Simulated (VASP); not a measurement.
A run of VASP 6.6.1 is set up as follows.

The input INCAR:

```
SYSTEM = ZnS
PREC = Accurate ; ENCUT = 520
EDIFF = 1E-6 ; ISMEAR = 0
SIGMA = 0.05 ; LREAL = .False.
LASPH = .True. ; NELM = 60
ALGO = Normal ; ISIF = 2
LWAVE = .False. ; LCHARG = .False.
GGA = PE ; NBANDS = 46
```

KPOINTS

```
regular mesh
0
Gamma
  9 9 4
  0 0 0
```

POSCAR

```
ZnS
1.0
    3.6662619193      0.0000000000      0.0000000000
   -1.8331309596      3.1750759590      0.0000000000
    0.0000000000      0.0000000000     12.7497924505
Zn S
4 4
Direct
    0.0000000000      0.0000000000      0.0000492057
    0.0000000000      0.0000000000      0.5000492057
    0.3333333333      0.6666666667      0.2500242903
    0.6666666667      0.3333333333      0.7500242903
    0.0000000000      0.0000000000      0.1872905901
    0.0000000000      0.0000000000      0.6872905901
    0.3333333333      0.6666666667      0.4376359138
    0.6666666667      0.3333333333      0.9376359138
```

Potentials or basis: VASP PAW PBE potentials, release 64 (Zn, S).

Command:

```bash
$ cat potpaw_PBE.64/Zn/POTCAR potpaw_PBE.64/S/POTCAR > POTCAR
$ mpirun -np 1 vasp_std > vasp.out
```

Task: What does it give for the pressure?

Result: 7.7 GPa.

Task: Estimate the largest force.

Result: 0.488 eV/Å.

Task: Predict the band gap on the k mesh.

Result: 2.23 eV, direct.

Forces in eV/Å, atoms in the order of the input:
```
Zn   0.000  0.000  0.488
Zn   0.000  0.000  0.488
Zn   0.000  0.000  0.473
Zn   0.000  0.000  0.473
S    0.000  0.000 -0.475
S    0.000  0.000 -0.475
S    0.000  0.000 -0.486
S    0.000  0.000 -0.486
```

 A k mesh can miss the band edges.
